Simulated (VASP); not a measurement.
LiH20ClO10: single point with PBE

LiH20ClO10:

```xyz
32
Lattice="6.7650 0.0000 0.0000 0.0000 6.7650 0.0000 0.0000 0.0000 6.7650" Properties=species:S:1:pos:R:3 pbc="T T T"
O     3.8480    5.4421    3.7303
O     5.1383    1.1573    1.7094
O     0.3783    1.4419    5.1396
O     2.1617    5.4629    1.2268
O     0.5349    5.0874    3.5859
O     1.9527    1.4319    2.8037
O     3.8718    4.2524    6.0101
O     5.6714    3.7296    2.5274
O     2.5817    1.8359    0.2463
O     4.1841    1.7036    4.9140
H     4.2176    4.9486    2.9528
H     4.2283    4.9085    4.4358
H     5.1043    0.2218    1.7862
H     4.4250    1.3227    1.0738
H     0.7550    1.0258    4.3303
H    -0.1988    0.7317    5.5542
H     2.8072    5.4869    0.5006
H     2.2912    4.5236    1.5069
H     0.4169    4.6731    4.4170
H    -0.2609    4.5856    3.1277
H     2.6088    1.5969    2.0612
H     2.6638    1.4424    3.4999
H     4.7266    4.6837    6.3988
H     3.9672    3.4891    6.5714
H     6.0368    4.1172    1.6903
H     5.6136    2.7208    2.1989
H     1.6569    1.9371    0.0243
H     2.9183    1.6601   -0.6972
H     4.8121    2.4659    4.7249
H     4.4663    1.0364    4.2403
Li    2.1957   -0.9962    3.1133
Cl    6.2261    5.7351    6.9441
```

| Property | Result |
| --- | --- |
| Program | VASP 6.6.1 |
| Task | single point |
| Functional | PBE |
| Potentials or basis | VASP PAW PBE potentials, release 64 (O, H, Li_sv, Cl) |
| Cutoff | 520 eV |
| k mesh | 1 × 1 × 1 |
| Occupations | fermi-dirac, width 0.05 eV |
| Spin | no spin polarisation |
| Dipole correction | no |
| Further INCAR settings | LREAL = Auto; ALGO = Normal; EDIFF = 1e-06; NBANDS = 67 |

```
Largest force          : 3.996 eV/Å
Band gap on the k mesh : 3.63 eV
```

Forces on the atoms (eV/Å):
```
O    0.523  0.279 -1.638
O   -0.535  2.665  0.311
O   -0.501 -0.637  0.156
O    0.794 -1.079  0.933
O   -0.229  0.736 -1.258
O    2.224 -0.174  0.366
O    1.270  1.034  0.480
O   -1.332 -2.911 -2.391
O    1.419 -0.179 -1.330
O    0.952  0.330 -1.428
H    0.089  0.319  0.187
H   -0.241 -0.364  1.318
H    0.741 -2.101  0.101
H   -0.280  0.176 -0.366
H   -0.361  0.303  0.278
H    0.770  0.456 -0.236
H    0.127  0.158 -0.569
H   -0.523  0.256 -0.452
H    0.298 -0.558  2.351
H    1.675  0.612  0.600
H   -1.464 -0.312 -0.260
H   -0.811  0.379  0.343
H   -0.193  0.869 -0.650
H   -0.925 -1.620  0.359
H   -0.216  0.605 -0.488
H    0.080  1.296  1.306
H   -1.361  0.014  0.076
H    0.284  0.232  1.275
H   -0.908 -0.914  0.460
H   -0.010  0.044  0.583
Li  -0.926  0.666 -0.181
Cl  -0.431 -0.580 -0.236
```

Levels at points of the mesh, in eV from the valence-band top:
| k point | band 41 | band 42 | band 43 | band 44 | band 45 | band 46 | band 47 | band 48 | band 49 | band 50 |
| --- | --- | --- | --- | --- | --- | --- | --- | --- | --- | --- |
| (0.00, 0.00, 0.00) | -1.05 | -0.92 | -0.47 | -0.22 | 0.00 | 3.63 | 6.37 | 6.86 | 6.98 | 7.04 |

Wall time 84 s on 1 thread of Intel Xeon 8259CL, with other jobs on the host, peak memory 0.33 GiB.

Caveat: the k points lie up to 0.93 Å⁻¹ apart, too coarse for converged energies, forces and pressures.
